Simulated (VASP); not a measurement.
Write the native input for VASP 6.6.1 that does the following.

```yaml
Task: relaxation of cell and atoms
Functional: PBE
Dispersion: D3(BJ)
Potentials_or_basis: VASP PAW PBE potentials, release 64 (Ag)
Cutoff: 500 eV
k_mesh: 8 × 8 × 8
Occupations: gaussian, width 0.1 eV
Spin: no spin polarisation
Dipole_correction: no
Further_INCAR_settings: ALGO = Normal; EDIFF = 1e-07; IBRION = 2; EDIFFG = -0.05; NSW = 80; ISIF = 3
```

The structure of Ag lies in POSCAR:

```
Ag
1.0
    0.0000000000      2.4482740324      2.4482740324
    2.4482740324      0.0000000000      2.4482740324
    2.4482740324      2.4482740324      0.0000000000
Ag
1
Direct
    0.0000000000      0.0000000000      0.0000000000
```

These files were run (other wordings do the same):

INCAR

```
ALGO = Normal
EDIFF = 1E-7
EDIFFG = -0.05
ENCUT = 500
GGA = PE
GGA_COMPAT = False
IBRION = 2
ISIF = 3
ISMEAR = 0
IVDW = 12
LASPH = True
LCHARG = False
LREAL = False
LWAVE = False
NELM = 120
NELMIN = 4
NSW = 80
PREC = Accurate
SIGMA = 0.1
```

KPOINTS

```
k-points
0
Gamma
  8 8 8
```

Potentials or basis: VASP PAW PBE potentials, release 64 (Ag).

Command:

```bash
$ cat potpaw_PBE.64/Ag/POTCAR > POTCAR
$ mpirun -np 1 vasp_std > vasp.out
```

It gave:

- Relaxed volume: 16.96 Å³/atom
- Relaxed cell: a = 2.884 Å, b = 2.884 Å, c = 2.884 Å, α = 60.00°, β = 60.00°, γ = 60.00°
- Space group after relaxing (to 0.1 Å): Fm-3m (No. 225)
- Pressure after relaxing: 0.0 GPa
- Band gap on the k mesh: zero (an odd number of electrons rules out a gap without spin polarisation)
- Dispersion energy per atom: -0.592 eV

Caveat: the volume moved by over 15 % at a fixed basis, so the end points are rough.

Run time: 62 s on 1 thread of AMD EPYC 7R13 Processor (Zen 3) (shared host), peak memory 0.16 GiB.
